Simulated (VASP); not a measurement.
**TePb: single point with r2SCAN**

Crystal: TePb.

```
Pb Te
1.0
    -0.08842    3.24477    3.24477
     3.24477   -0.08842    3.24477
     3.24477    3.24477   -0.08842
Pb Te
1 1
Cartesian
  0.0000 0.0000 0.0000
  3.2006 3.2006 3.2006
```

This cell differs from its parent crystal: epitaxial 111 strain +2.0%.

```
Program             : VASP 6.6.1
Task                : single point
Functional          : r2SCAN
Potentials or basis : VASP PAW PBE potentials, release 64 (Pb_d, Te)
Cutoff              : 520 eV
k mesh              : 8 × 8 × 8
Occupations         : gaussian, width 0.01 eV
Spin                : no spin polarisation
```

The pressure is -0.8 GPa. The band gap on the k mesh is 0.86 eV (least direct gap 1.09 eV).

Stress tensor (GPa, compression positive):
```
-0.80  0.39  0.39
 0.39 -0.80  0.39
 0.39  0.39 -0.80
```

Levels at points of the mesh, in eV from the valence-band top:
| k point | band 8 | band 9 | band 10 | band 11 | band 12 | band 13 |
| --- | --- | --- | --- | --- | --- | --- |
| (0.00, 0.00, 0.00) | -1.44 | -1.44 | -1.11 | 4.15 | 4.29 | 4.29 |
| (0.50, 0.00, 0.00) | -0.91 | -0.80 | 0.00 | 1.09 | 1.49 | 1.67 |
| (0.50, 0.50, 0.00) | -4.31 | -2.83 | -2.57 | 3.77 | 5.49 | 5.62 |
| (0.50, 0.50, 0.50) | -1.01 | -1.01 | -0.23 | 0.86 | 1.33 | 1.33 |

Run time: 4 min on 1 thread of AMD EPYC 7R13 Processor (Zen 3), with other jobs on the host, peak memory 0.24 GiB.

Caveat: the cell differs from its parent crystal (epitaxial 111 strain +2.0%); the structure was generated, so it needn't be the stable form of TePb; the PAW data sets were made with another functional, which shifts forces and pressure a little; spin-orbit coupling is left out, which moves the levels of the heavy elements. A k mesh can miss the band edges.
